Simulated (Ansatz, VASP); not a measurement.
## One calculation of Sr, two programs

```
Sr
1.0
    -2.37869    2.37869    2.37869
     2.37869   -2.37869    2.37869
     2.37869    2.37869   -2.37869
Sr
1
Direct
  0.00000 0.00000 0.00000
```

Alike in both runs: functional PBE; k mesh 12 × 12 × 12; occupations gaussian, width 0.1 eV; no spin polarisation.

Ansatz relaxed the structure, and its values are those at the end. VASP's run is a single point on that final structure, the one shown.

```csv
,VASP,Ansatz
version,VASP 6.6.1,Ansatz 0.2.0
potentials or method,"VASP PAW PBE potentials, release 64 (Sr_sv), cutoff 520 eV","scalar-relativistic, plane waves, PAW"
valence electrons in the cell,10,10
```

```tsv
	VASP	Ansatz	Ansatz less VASP
gap on the k mesh at the Fermi level (eV)	none	none	-
pressure (GPa)	0.0	0.0	-0.01
```

A gap of «none» marks a metal or a gap that the smearing closes. The functional is the same, so the differences come from potentials, cutoffs and numerics.
